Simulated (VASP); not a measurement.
## CoSi2: single point with PBE

Crystal: CoSi2.

```xyz
3
Lattice="0.0000 2.6825 2.7361 2.6825 0.0000 2.7361 2.6825 2.6825 0.0000" Properties=species:S:1:pos:R:3 pbc="T T T"
Co    0.0000    0.0000    0.0000
Si    1.3413    1.3413    1.3681
Si    4.0237    4.0237    4.1042
```

This cell differs from its parent crystal: z stretched by +2 %, then relaxed in part.

```json
{
 "Program": "VASP 6.6.1",
 "Task": "single point",
 "Functional": "PBE",
 "Potentials or basis": "VASP PAW PBE potentials, release 64 (Co, Si)",
 "Cutoff": "520 eV",
 "k mesh": "15 × 15 × 15",
 "Occupations": "fermi-dirac, width 0.05 eV",
 "Spin": "collinear spin, ferromagnetic start",
 "Starting moments": "[2.0, 0.0, 0.0] μB"
}
```

* Pressure: -4.0 GPa
* Net moment: 0.00 μB per cell
* Valence electrons inside the program's atomic spheres: Co 8.79; Si 1.57

Stress tensor (GPa, compression positive):
```
-3.44  0.00  0.00
 0.00 -3.44  0.00
 0.00  0.00 -4.97
```

Levels at points of the mesh, in eV from the Fermi level:
Spin up:
| k point | band 5 | band 6 | band 7 | band 8 | band 9 | band 10 | band 11 | band 12 | band 13 | band 14 |
| --- | --- | --- | --- | --- | --- | --- | --- | --- | --- | --- |
| (0.00, 0.00, 0.00) | -1.85 | -1.76 | 0.54 | 3.24 | 3.24 | 3.30 | 3.50 | 3.54 | 3.54 | 5.16 |
Spin down:
| k point | band 6 | band 7 | band 8 | band 9 | band 10 | band 11 | band 12 | band 13 |
| --- | --- | --- | --- | --- | --- | --- | --- | --- |
| (0.00, 0.00, 0.00) | -1.76 | 0.54 | 3.24 | 3.24 | 3.30 | 3.50 | 3.54 | 3.54 |

It took 4 min on 1 thread of Intel(R) Xeon(R) Platinum 8488C (Sapphire Rapids), on a shared host, peak memory 0.43 GiB.

Caveat: the cell differs from its parent crystal (z stretched by +2 %, then relaxed in part); the starting moments collapsed, and a magnetic state may lie lower.
